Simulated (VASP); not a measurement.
# CdSe (F-43m) in VASP: a series of runs

Runs on CdSe. Level: PBEsol. Tasks: single point, relaxation of cell and atoms.

All numbers are computed with VASP 6.6.1; they aren't measurements. Logs are shortened: lines on timing, memory, paths and dates and some standing lists are left out, and cuts for length are marked.

**1. The cell of the first run**

Symmetry: F-43m, No. 216, cubic system. Conventional cell: a = 6.083 Å, b = 6.083 Å, c = 6.083 Å, α = 90.00°, β = 90.00°, γ = 90.00°. Within 3.5 Å of Cd (site symmetry -43m) lie 4 Se at 2.63 Å. Within 3.5 Å of Se (site symmetry -43m) lie 4 Cd at 2.63 Å.

**2. Single point, PBEsol**

The input, INCAR:

```
SYSTEM = CdSe
PREC = Accurate ; ENCUT = 520
EDIFF = 1E-6 ; ISMEAR = -1
SIGMA = 0.05 ; LREAL = .FALSE.
LASPH = .TRUE. ; NELM = 80
ALGO = Normal ; ISIF = 2
LWAVE = .FALSE. ; LCHARG = .FALSE.
GGA = PS ; NBANDS = 16
```

The input, KPOINTS:

```
Automatic mesh
0
G
  12 12 12
  0 0 0
```

The input, POSCAR:

```
CdSe
1.0
    0.0000000000      3.0413209774      3.0413209774
    3.0413209774      0.0000000000      3.0413209774
    3.0413209774      3.0413209774      0.0000000000
Cd Se
1 1
Direct
    0.0000000000      0.0000000000      0.0000000000
    0.7500000000      0.7500000000      0.7500000000
```

Potentials or basis: VASP PAW PBE potentials, release 64 (Cd, Se).

Launch:

```console
$ cat potpaw_PBE.64/Cd/POTCAR potpaw_PBE.64/Se/POTCAR > POTCAR
$ mpirun -np 1 vasp_std > vasp.out
```

OUTCAR:

```text
SYSTEM = CdSe
   PREC = Accurate
   ENCUT = 520
   EDIFF = 1E-6
   ISMEAR = -1
   LREAL = .FALSE.
   LASPH = .TRUE.
   NELM = 80
   ISIF = 2
   GGA = PS

 ion  position               nearest neighbor table
   1  0.000  0.000  0.000-   2 2.63   2 2.63   2 2.63   2 2.63
   2  0.750  0.750  0.750-   1 2.63   1 2.63   1 2.63   1 2.63

  LATTYP: Found a face centered cubic cell.
 ALAT       =     6.0826419548

  Lattice vectors:

 A1 = (   0.0000000000,   3.0413209774,   3.0413209774)
 A2 = (   3.0413209774,   0.0000000000,   3.0413209774)
 A3 = (   3.0413209774,   3.0413209774,   0.0000000000)

Analysis of symmetry for initial positions (statically):
=====================================================================
 Subroutine PRICEL returns:
 Original cell was already a primitive cell.

 Routine SETGRP: Setting up the symmetry group for a
 face centered cubic supercell.

 Subroutine GETGRP returns: Found 24 space group operations
 (whereof 24 operations were pure point group operations)
 out of a pool of 48 trial point group operations.

The static configuration has the point symmetry T_d .

Analysis of symmetry for dynamics (positions and initial velocities):
=====================================================================
 Subroutine PRICEL returns:
 Original cell was already a primitive cell.

 Routine SETGRP: Setting up the symmetry group for a
 face centered cubic supercell.

 Subroutine GETGRP returns: Found 24 space group operations
 (whereof 24 operations were pure point group operations)
 out of a pool of 48 trial point group operations.

The dynamic configuration has the point symmetry T_d .

 Subroutine INISYM returns: Found 24 space group operations
 (whereof 24 operations are pure point group operations),
 and found     1 'primitive' translations

----------------------------------------------------------------------------------------

                                     Primitive cell

  volume of cell :      56.2622

  direct lattice vectors                    reciprocal lattice vectors
     0.000000000  3.041320977  3.041320977    -0.164402246  0.164402246  0.164402246
     3.041320977  0.000000000  3.041320977     0.164402246 -0.164402246  0.164402246
     3.041320977  3.041320977  0.000000000     0.164402246  0.164402246 -0.164402246

  length of vectors
     4.301077374  4.301077374  4.301077374     0.284753043  0.284753043  0.284753043

[... 73 lines left out ...]
   ICHARG =      2    charge: 1-file 2-atom 10-const
   ISPIN  =      1    spin polarized calculation?
   LNONCOLLINEAR =      F non collinear calculations
   LSORBIT =      F    spin-orbit coupling
   LASPH  =      T    aspherical Exc in radial PAW
   ENCUT  =  520.0 eV  38.22 Ry    6.18 a.u.   8.00  8.00  8.00*2*pi/ulx,y,z
   NELM   =     80;   NELMIN=  2; NELMDL= -5     # of ELM steps
   EDIFF  = 0.1E-05   stopping-criterion for ELM
   LREAL  =      F    real-space projection
   EDIFFG = 0.1E-04   stopping-criterion for IOM
   NSW    =      0    number of steps for IOM
   IBRION =     -1    ionic relax: 0-MD 1-quasi-New 2-CG
   NFREE  =      0    steps in history (QN), initial steepest desc. (CG)
   ISIF   =      2    stress and relaxation
   ISYM   =      2    0-nonsym 1-usesym 2-fastsym
   POTIM  = 0.5000    time-step for ionic-motion
   TEBEG  =    0.0;   TEEND  =   0.0 temperature during run
   PSTRESS=    0.0 pullay stress
   NELECT =      18.0000    total number of electrons
   NUPDOWN=      -1.0000    fix difference up-down
   EMIN   =  10.00;   EMAX   =-10.00  energy-range for DOS
   EFERMI =   0.00;   METHOD = LEGACY
   ISMEAR =    -1;   SIGMA  =   0.05  broadening in eV -4-tet -1-fermi 0-gaus
   EFERMI_NEDOS =   21; number of points for ismear=-14 and -15
   IALGO  =     38    algorithm
   IMIX   =      4    mixing-type and parameters
     AMIX     =   0.40;   BMIX     =  1.00
     AMIX_MAG =   1.60;   BMIX_MAG =  1.00
  volume/ion in A,a.u.               =      28.13       189.84
  Fermi-wavevector in a.u.,A,eV,Ry     =   1.119679  2.115886 17.057357  1.253680
  Thomas-Fermi vector in A             =   2.256320
   LORBIT       =      0    0 simple, 1 ext, 2 COOP (PROOUT), +10 PAW based schemes
   GGA     = PS    functional components
   LHFCALC =     F    Hartree Fock is set to
   AEXX    =    0.0000 exact exchange contribution
   IVDW    =     0    specifies the selected vdW correction
   LEPSILON=     F    determine dielectric tensor
   LRPA    =     F    only Hartree local field effects (RPA)
 non-spin polarized calculation
  energy-cutoff  :      520.00
  volume of cell :       56.26
 maximum number of plane-waves:      1540
   NGX = 15   NGY = 15   NGZ = 15

 number of electron      18.0000002 magnetization

 Free energy of the ion-electron system (eV)
  ---------------------------------------------------
  ext. energy  EPLUGINS =         0.00000000
  ---------------------------------------------------
  free energy    TOTEN  =        -6.17795725 eV

  energy without entropy =       -6.17793712  energy(sigma->0) =       -6.17794719

 E-fermi :   1.1136     XC(G=0):  -9.0992

 val. band max:        0.8101581013   @ k =   0.0000   0.0000   0.0000
 cond. band min:       1.2929944435   @ k =   0.0000   0.0000   0.0000
 fundamental gap:      0.4828363422
 Fermi energy:         1.1135620681

 k-point     1 :       0.0000    0.0000    0.0000
  band No.  band energies     occupation
      1     -11.8135      2.00000
      2      -7.1013      2.00000
      3      -7.1013      2.00000
      4      -7.1013      2.00000
      5      -6.7199      2.00000
      6      -6.7199      2.00000
[... 433 lines left out ...]
      3      -6.9672      2.00000
      4      -6.7247      2.00000
      5      -6.7041      2.00000
      6      -6.3798      2.00000
[... 8 lines left out ...]
     15      11.9148      0.00000
     16      12.4033      0.00000

 [... further k-points ...]
[... 5 lines left out ...]
  --------------------------------------------------------------------------------------
  -------------------------------------------------------------------------------------
  Total        0.1093749      0.1093749      0.1093749      0.0000000      0.0000000      0.0000000
  in kB        3.1146668      3.1146668      3.1146668      0.0000000      0.0000000      0.0000000
  external PRESSURE =       3.1146668 kB  Pullay stress =       0.0000000 kB

 VOLUME and BASIS-vectors are now :
 -----------------------------------------------------------------------------
  energy-cutoff  :      520.00
  volume of cell :       56.26
      direct lattice vectors                 reciprocal lattice vectors
     0.000000000  3.041320977  3.041320977    -0.164402246  0.164402246  0.164402246
     3.041320977  0.000000000  3.041320977     0.164402246 -0.164402246  0.164402246
     3.041320977  3.041320977  0.000000000     0.164402246  0.164402246 -0.164402246

 POSITION                                       TOTAL-FORCE (eV/Angst)
 -----------------------------------------------------------------------------------
      0.00000      0.00000      0.00000        -0.000000     -0.000000     -0.000000
      4.56198      4.56198      4.56198         0.000000      0.000000      0.000000
 -----------------------------------------------------------------------------------
    total drift:                                0.000000      0.000000      0.000000

  FREE ENERGIE OF THE ION-ELECTRON SYSTEM (eV)
  ---------------------------------------------------
  free  energy   TOTEN  =        -6.1779572536 eV

  energy  without entropy=       -6.1779371180  energy(sigma->0) =       -6.17794719
```

OSZICAR:

```text
N       E                     dE             d eps       ncg     rms          rms(c)
DAV:   1     0.105572154930E+03    0.10557E+03   -0.88661E+03  2376   0.101E+03
DAV:   2    -0.264566804380E+01   -0.10822E+03   -0.10238E+03  2824   0.248E+02
DAV:   3    -0.654097311636E+01   -0.38953E+01   -0.38891E+01  2792   0.489E+01
DAV:   4    -0.655680490338E+01   -0.15832E-01   -0.15831E-01  2888   0.311E+00
DAV:   5    -0.655690057752E+01   -0.95674E-04   -0.95674E-04  2848   0.212E-01    0.596E+00
DAV:   6    -0.620216952064E+01    0.35473E+00   -0.56781E-01  3432   0.977E+00    0.480E+00
DAV:   7    -0.617928239011E+01    0.22887E-01   -0.12973E-01  2832   0.247E+00    0.217E+00
DAV:   8    -0.617801765113E+01    0.12647E-02   -0.13229E-02  2632   0.141E+00    0.221E-01
DAV:   9    -0.617791326241E+01    0.10439E-03   -0.13771E-03  2896   0.503E-01    0.426E-02
DAV:  10    -0.617793310456E+01   -0.19842E-04   -0.14495E-04  2880   0.156E-01    0.371E-02
DAV:  11    -0.617795777135E+01   -0.24667E-04   -0.43970E-05  2864   0.486E-02    0.162E-02
DAV:  12    -0.617795725358E+01    0.51777E-06   -0.16644E-06  2256   0.170E-02
   1 F= -.61779573E+01 E0= -.61779472E+01  d E =-.201356E-04
```

stdout:

```text
POSCAR found type information on POSCAR CdSe
 POSCAR found :  2 types and       2 ions
 scaLAPACK will be used
 -----------------------------------------------------------------------------
|                                                                             |
|                                                                             |
|     You enforced a specific xc type in the INCAR file but a different       |
|     I HOPE YOU KNOW WHAT YOU ARE DOING!                                     |
|                                                                             |
 -----------------------------------------------------------------------------

 LDA part: xc-table for (Slater+PW92), standard interpolation
 POSCAR, INCAR and KPOINTS ok, starting setup
 FFT: planning ... GRIDC
 FFT: planning ... GRID_SOFT
 FFT: planning ... GRID
 WAVECAR not read
 entering main loop
```

It took 26 s on 1 thread of AMD EPYC 9R45 (Zen 5), shared host; peak memory 0.19 GiB.

What came out:

| Quantity | Value |
| --- | --- |
| Free energy | -6.1780 eV |
| Pressure | 0.3 GPa |
| Band gap on the k mesh | 0.48 eV |

Caveat: semilocal functionals underestimate gaps, and a narrow one can read as zero; the PAW data sets were made with another functional, which shifts forces and pressure a little.

**3. Relaxation of cell and atoms, PBEsol**

This run uses another cell than the first one, of 28.94 Å³/atom.

The input, INCAR:

```
ALGO = Normal
EDIFF = 1E-6
EDIFFG = -0.002
ENCUT = 600
GGA = PS
IBRION = 2
ISIF = 3
ISMEAR = -1
LASPH = True
LCHARG = False
LREAL = False
LWAVE = False
NELM = 60
NSW = 100
PREC = Accurate
SIGMA = 0.05
```

The input, KPOINTS:

```
k-points
0
Gamma
  12 12 12
```

The input, POSCAR:

```
CdSe
1.0
    0.0000000000      3.0702711986      3.0702711986
    3.0702711986      0.0000000000      3.0702711986
    3.0702711986      3.0702711986      0.0000000000
Cd Se
1 1
Direct
    0.0000000000      0.0000000000      0.0000000000
    0.7500000000      0.7500000000      0.7500000000
```

Potentials or basis: VASP PAW PBE potentials, release 64 (Cd, Se).

Launch:

```console
$ cat potpaw_PBE.64/Cd/POTCAR potpaw_PBE.64/Se/POTCAR > POTCAR
$ mpirun -np 1 vasp_std > vasp.out
```

Wall time 82 s (1 thread of AMD EPYC 9R45 (Zen 5), shared host); peak memory 0.24 GiB.

Results (log left out):

- Free energy: -6.1787 eV
- Relaxed volume: 28.28 Å³/atom
- Relaxed cell: a = 4.309 Å, b = 4.309 Å, c = 4.309 Å, α = 60.00°, β = 60.00°, γ = 60.00°
- Space group after relaxing (to 0.1 Å): F-43m (No. 216)
- Energy gained by relaxing: 2.5 meV/atom
- Ionic steps: 4
- Pressure after relaxing: 0.0 GPa
- Band gap on the k mesh: 0.47 eV

The path:
```
step  energy change (eV)  largest force (eV/Å)  pressure (GPa)  volume (Å³)
   1              0.0000                0.0000           -1.15        57.88
   2             -0.0045                0.0000            0.33        56.17
   3             -0.0049                0.0000            0.02        56.54
   4             -0.0049                0.0000            0.00        56.56
```

Final structure:
```cif
data_structure
_symmetry_space_group_name_H-M 'P 1'
_symmetry_Int_Tables_number 1
_cell_length_a 4.3087
_cell_length_b 4.3087
_cell_length_c 4.3087
_cell_angle_alpha 60.000
_cell_angle_beta 60.000
_cell_angle_gamma 60.000
_cell_volume 56.56
loop_
_atom_site_label
_atom_site_type_symbol
_atom_site_fract_x
_atom_site_fract_y
_atom_site_fract_z
_atom_site_occupancy
Cd1 Cd 0.00000 0.00000 0.00000 1
Se1 Se 0.75000 0.75000 0.75000 1
```

Levels at points of the mesh, in eV from the valence-band top:
```csv
k point,band 6,band 7,band 8,band 9,band 10,band 11,band 12,band 13
"(0.00, 0.00, 0.00)",-7.52,0.00,0.00,0.00,0.47,5.86,5.86,5.86
"(0.50, 0.00, 0.00)",-7.23,-4.42,-0.75,-0.75,2.28,6.36,6.36,7.27
"(0.50, 0.50, 0.00)",-7.17,-4.10,-1.86,-1.86,3.01,3.67,8.95,10.10
```

Caveat: semilocal functionals underestimate gaps, and a narrow one can read as zero; the PAW data sets were made with another functional, which shifts forces and pressure a little.
